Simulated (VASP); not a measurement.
# Be4C (P4/mmm) in VASP: single point with PBE

Aim: the single point of Be4C with PBE.

Program: VASP 6.6.1. These are calculated values, not measurements. Logs are shortened: lines on timing, memory, paths and dates and some standing lists are left out, and cuts for length are marked.

## 1. The cell of the first run

The structure is tetragonal, space group P4/mmm (No. 123). Conventional cell: a = 3.085 Å, b = 3.085 Å, c = 4.294 Å, α = 90.00°, β = 90.00°, γ = 90.00°. Within 2.5 Å of Be (site symmetry 2mm) lie 2 C at 1.88 Å and 6 Be at 2.15 to 2.18 Å. C (site symmetry 4/mmm) has 8 Be at 1.88 Å within 2.5 Å.

## 2. Single point, PBE

The input, POSCAR:

```
Be4C
1.0
    3.0852638128      0.0000000000      0.0000000000
    0.0000000000      3.0852638128      0.0000000000
    0.0000000000      0.0000000000      4.2941361255
Be C
4 1
Direct
    0.5000000000      0.0000000000      0.2502137104
    0.0000000000      0.5000000000      0.7497862896
    0.5000000000      0.0000000000      0.7497862896
    0.0000000000      0.5000000000      0.2502137104
    0.0000000000      0.0000000000      0.0000000000
```

The input, INCAR.step1:

```
  ALGO = Normal
  EDIFF = 1E-6
  ENCUT = 520
  GGA = PE
  GGA_COMPAT = False
  ISIF = 2
  ISMEAR = 0
  LASPH = True
  LCHARG = True
  LORBIT = 11
  LREAL = False
  LWAVE = False
  NBANDS = 14
  NEDOS = 2001
  NELM = 120
  PREC = Accurate
  SIGMA = 0.1
```

The input, KPOINTS.step1:

```
k-points
0
Gamma
  12 12 10
```

The input, INCAR.step2:

```
  ALGO = Normal
  EDIFF = 1E-6
  ENCUT = 520
  GGA = PE
  GGA_COMPAT = False
  ICHARG = 11
  ISIF = 2
  ISMEAR = -5
  LASPH = True
  LCHARG = False
  LORBIT = 10
  LREAL = False
  LWAVE = False
  NEDOS = 2001
  NELM = 120
  PREC = Accurate
  SIGMA = 0.1
```

The input, KPOINTS.step2:

```
k-points
0
Gamma
  18 18 15
```

Potentials or basis: VASP PAW PBE potentials, release 64 (Be, C).

Started as:

```console
> cat potpaw_PBE.64/Be/POTCAR potpaw_PBE.64/C/POTCAR > POTCAR
> cp INCAR.step1 INCAR
> cp KPOINTS.step1 KPOINTS
> mpirun -np 1 vasp_std > vasp.out
> cp INCAR.step2 INCAR
> cp KPOINTS.step2 KPOINTS
> mpirun -np 1 vasp_std > vasp.out
```

OUTCAR:

```text
EDIFF = 1E-6
   ENCUT = 520
   GGA = PE
   ICHARG = 11
   ISIF = 2
   ISMEAR = -5
   LASPH = True
   LORBIT = 10
   LREAL = False
   NELM = 120
   PREC = Accurate

 ion  position               nearest neighbor table
   1  0.500  0.000  0.250-   5 1.88   5 1.88   3 2.15   3 2.15   4 2.18   4 2.18   4 2.18   4 2.18

   2  0.000  0.500  0.750-   5 1.88   5 1.88   4 2.15   4 2.15   3 2.18   3 2.18   3 2.18   3 2.18

   3  0.500  0.000  0.750-   5 1.88   5 1.88   1 2.15   1 2.15   2 2.18   2 2.18   2 2.18   2 2.18

   4  0.000  0.500  0.250-   5 1.88   5 1.88   2 2.15   2 2.15   1 2.18   1 2.18   1 2.18   1 2.18

   5  0.000  0.000  0.000-   1 1.88   2 1.88   3 1.88   4 1.88   2 1.88   4 1.88   1 1.88   3 1.88

  LATTYP: Found a simple tetragonal cell.
 ALAT       =     3.0852638128
 C/A-ratio  =     1.3918213761

  Lattice vectors:

 A1 = (   3.0852638128,   0.0000000000,   0.0000000000)
 A2 = (   0.0000000000,   3.0852638128,   0.0000000000)
 A3 = (   0.0000000000,   0.0000000000,   4.2941361255)

Analysis of symmetry for initial positions (statically):
=====================================================================
 Subroutine PRICEL returns:
 Original cell was already a primitive cell.

 Routine SETGRP: Setting up the symmetry group for a
 simple tetragonal supercell.

 Subroutine GETGRP returns: Found 16 space group operations
 (whereof 16 operations were pure point group operations)
 out of a pool of 16 trial point group operations.

The static configuration has the point symmetry D_4h.

Analysis of symmetry for dynamics (positions and initial velocities):
=====================================================================
 Subroutine PRICEL returns:
 Original cell was already a primitive cell.

 Routine SETGRP: Setting up the symmetry group for a
 simple tetragonal supercell.

 Subroutine GETGRP returns: Found 16 space group operations
 (whereof 16 operations were pure point group operations)
 out of a pool of 16 trial point group operations.

The dynamic configuration has the point symmetry D_4h.

 Subroutine INISYM returns: Found 16 space group operations
 (whereof 16 operations are pure point group operations),
 and found     1 'primitive' translations

----------------------------------------------------------------------------------------

                                     Primitive cell

  volume of cell :      40.8752

  direct lattice vectors                    reciprocal lattice vectors
     3.085263813  0.000000000  0.000000000     0.324121391  0.000000000  0.000000000
     0.000000000  3.085263813  0.000000000     0.000000000  0.324121391  0.000000000
     0.000000000  0.000000000  4.294136125     0.000000000  0.000000000  0.232875710

  length of vectors
     3.085263813  3.085263813  4.294136125     0.324121391  0.324121391  0.232875710

  position of ions in fractional coordinates (direct lattice)
     0.500000000  0.000000000  0.250213710
     0.000000000  0.500000000  0.749786290
     0.500000000  0.000000000  0.749786290
     0.000000000  0.500000000  0.250213710
     0.000000000  0.000000000  0.000000000

  ion indices of the primitive-cell ions
   primitive index   ion index
                 1           1
                 2           2
                 3           3
                 4           4
                 5           5

----------------------------------------------------------------------------------------

 KPOINTS: k-points

Automatic generation of k-mesh.
 Grid dimensions read from file:
 generate k-points for:   18   18   15

 Generating k-lattice:

  Cartesian coordinates                     Fractional coordinates (reciprocal lattice)
     0.018006744  0.000000000  0.000000000     0.055555556  0.000000000  0.000000000
     0.000000000  0.018006744  0.000000000     0.000000000  0.055555556  0.000000000
     0.000000000  0.000000000  0.015525047     0.000000000  0.000000000  0.066666667

  Length of vectors
     0.018006744  0.018006744  0.015525047

  Shift w.r.t. Gamma in fractional coordinates (k-lattice)
     0.000000000  0.000000000  0.000000000

 TETIRR: Found   7299 inequivalent tetrahedra from    29160

 Subroutine IBZKPT returns following result:
 ===========================================

 Found    440 irreducible k-points:

 Following reciprocal coordinates:
            Coordinates               Weight
  0.000000  0.000000  0.000000      1.000000
  0.055556  0.000000  0.000000      4.000000
  0.111111  0.000000  0.000000      4.000000
  0.166667  0.000000  0.000000      4.000000
  0.222222  0.000000  0.000000      4.000000
  0.277778  0.000000  0.000000      4.000000
[... 16 lines left out ...]
  0.277778  0.111111  0.000000      8.000000
  0.333333  0.111111  0.000000      8.000000
 [... further k-points ...]
   k-points           NKPTS =    440   k-points in BZ     NKDIM =    440   number of bands    NBANDS=     10
   number of dos      NEDOS =   2001   number of ions     NIONS =      5
   total plane-waves  NPLWV =  18432
   dimension x,y,z NGX =    24 NGY =   24 NGZ =   32
   dimension x,y,z NGXF=    48 NGYF=   48 NGZF=   64
   ions per type =               4   1
   NGX,Y,Z   is equivalent  to a cutoff of  12.93, 12.93, 12.39 a.u.
   NGXF,Y,Z  is equivalent  to a cutoff of  25.86, 25.86, 24.78 a.u.
 SYSTEM =  unknown system
   PREC   = accura    normal or accurate (medium, high low for compatibility)
   ISTART =      0    job   : 0-new  1-cont  2-samecut
   ICHARG =     11    charge: 1-file 2-atom 10-const
   ISPIN  =      1    spin polarized calculation?
   LNONCOLLINEAR =      F non collinear calculations
   LSORBIT =      F    spin-orbit coupling
   LASPH  =      T    aspherical Exc in radial PAW
   ENCUT  =  520.0 eV  38.22 Ry    6.18 a.u.   5.74  5.74  7.98*2*pi/ulx,y,z
   NELM   =    120;   NELMIN=  2; NELMDL=  0     # of ELM steps
   EDIFF  = 0.1E-05   stopping-criterion for ELM
   LREAL  =      F    real-space projection
   EDIFFG = 0.1E-04   stopping-criterion for IOM
   NSW    =      0    number of steps for IOM
   IBRION =     -1    ionic relax: 0-MD 1-quasi-New 2-CG
   NFREE  =      0    steps in history (QN), initial steepest desc. (CG)
   ISIF   =      2    stress and relaxation
   ISYM   =      2    0-nonsym 1-usesym 2-fastsym
   POTIM  = 0.5000    time-step for ionic-motion
   TEBEG  =    0.0;   TEEND  =   0.0 temperature during run
   PSTRESS=    0.0 pullay stress
   NELECT =      12.0000    total number of electrons
   NUPDOWN=      -1.0000    fix difference up-down
   EMIN   =  10.00;   EMAX   =-10.00  energy-range for DOS
   EFERMI =   0.00;   METHOD = LEGACY
   ISMEAR =    -5;   SIGMA  =   0.10  broadening in eV -4-tet -1-fermi 0-gaus
   EFERMI_NEDOS =   21; number of points for ismear=-14 and -15
   IALGO  =     38    algorithm
   IMIX   =      4    mixing-type and parameters
     AMIX     =   0.40;   BMIX     =  1.00
     AMIX_MAG =   1.60;   BMIX_MAG =  1.00
  volume/ion in A,a.u.               =       8.18        55.17
  Fermi-wavevector in a.u.,A,eV,Ry     =   1.088049  2.056114 16.107265  1.183851
  Thomas-Fermi vector in A             =   2.224222
   LORBIT       =     10    0 simple, 1 ext, 2 COOP (PROOUT), +10 PAW based schemes
   GGA     = PE    functional components
   LHFCALC =     F    Hartree Fock is set to
   AEXX    =    0.0000 exact exchange contribution
   IVDW    =     0    specifies the selected vdW correction
   LEPSILON=     F    determine dielectric tensor
   LRPA    =     F    only Hartree local field effects (RPA)
 non-spin polarized calculation
 Fermi weights with tetrahedron method with Bloechl corrections
  energy-cutoff  :      520.00
  volume of cell :       40.88
 maximum number of plane-waves:      1128
 NGX is ok and might be reduce to    24

 number of electron      12.0000000 magnetization

 Free energy of the ion-electron system (eV)
  ---------------------------------------------------
  ext. energy  EPLUGINS =         0.00000000
  ---------------------------------------------------
  free energy    TOTEN  =       -22.17489483 eV

  energy without entropy =      -22.17489483  energy(sigma->0) =      -22.17489483

 E-fermi :   6.7412     XC(G=0): -10.6170

 val. band max:        6.7759855691   @ k =   0.2778   0.2778   0.2667
 cond. band min:       6.6856232337   @ k =   0.3333   0.3333   0.2000
 fundamental gap:     -0.0903623353
 Fermi energy:         6.7412133129

 k-point     1 :       0.0000    0.0000    0.0000
  band No.  band energies     occupation
      1      -8.0539      2.00000
      2       0.0583      2.00000
      3       0.7904      2.00000
      4       2.3011      2.00000
      5       2.3011      2.00000
      6       8.2574      0.00000
      7      10.2614      0.00000
      8      10.9785      0.00000
      9      10.9785      0.00000
     10      12.1050      0.00000

 k-point     2 :       0.0556    0.0000    0.0000
  band No.  band energies     occupation
      1      -8.0250      2.00000
      2       0.0924      2.00000
      3       0.8030      2.00000
      4       2.0953      2.00000
      5       2.3305      2.00000
      6       8.4241      0.00000
      7      10.1885      0.00000
      8      10.4984      0.00000
      9      11.0241      0.00000
     10      11.9948      0.00000
[... 274 lines left out ...]
 k-point    24 :       0.3333    0.1111    0.0000
  band No.  band energies     occupation
      1      -7.0403      2.00000
      2      -1.3759      2.00000
      3       1.1721      2.00000
      4       1.7924      2.00000
      5       2.5108      2.00000
      6       6.0528      2.11011
      7       7.1688      0.00000
      8       9.3217      0.00000
      9      11.9531      0.00000
     10      12.4029      0.00000

 [... further k-points ...]
[... 5 lines left out ...]
  --------------------------------------------------------------------------------------
  -------------------------------------------------------------------------------------
  Total        0.0624931      0.0624931      0.1602249      0.0000000      0.0000000     -0.0000000
  in kB        2.4495282      2.4495282      6.2802971      0.0000000      0.0000000     -0.0000000
  external PRESSURE =       3.7264512 kB  Pullay stress =       0.0000000 kB

 VOLUME and BASIS-vectors are now :
 -----------------------------------------------------------------------------
  energy-cutoff  :      520.00
  volume of cell :       40.88
      direct lattice vectors                 reciprocal lattice vectors
     3.085263813  0.000000000  0.000000000     0.324121391  0.000000000  0.000000000
     0.000000000  3.085263813  0.000000000     0.000000000  0.324121391  0.000000000
     0.000000000  0.000000000  4.294136125     0.000000000  0.000000000  0.232875710

 POSITION                                       TOTAL-FORCE (eV/Angst)
 -----------------------------------------------------------------------------------
      1.54263      0.00000      1.07445         0.000000      0.000000      0.025582
      0.00000      1.54263      3.21968         0.000000      0.000000     -0.025582
      1.54263      0.00000      3.21968        -0.000000      0.000000     -0.025582
      0.00000      1.54263      1.07445        -0.000000     -0.000000      0.025582
      0.00000      0.00000      0.00000         0.000000      0.000000     -0.000000
 -----------------------------------------------------------------------------------
    total drift:                                0.000000     -0.000000     -0.000000

  FREE ENERGIE OF THE ION-ELECTRON SYSTEM (eV)
  ---------------------------------------------------
  free  energy   TOTEN  =       -22.1748948262 eV

  energy  without entropy=      -22.1748948262  energy(sigma->0) =      -22.17489483

 total charge

# of ion       s       p       d       tot
------------------------------------------
    1        0.437   0.706   0.000   1.143
    2        0.437   0.706   0.000   1.143
    3        0.437   0.706   0.000   1.143
    4        0.437   0.706   0.000   1.143
    5        0.823   1.629   0.000   2.452
--------------------------------------------------
tot          2.570   4.455   0.000   7.025
```

Wall time 49 s (1 thread of Intel Xeon 6975P-C (Granite Rapids), shared host); peak memory 0.28 GiB.

What came out:

- Valence electrons inside the program's atomic spheres: Be 1.14; C 2.45
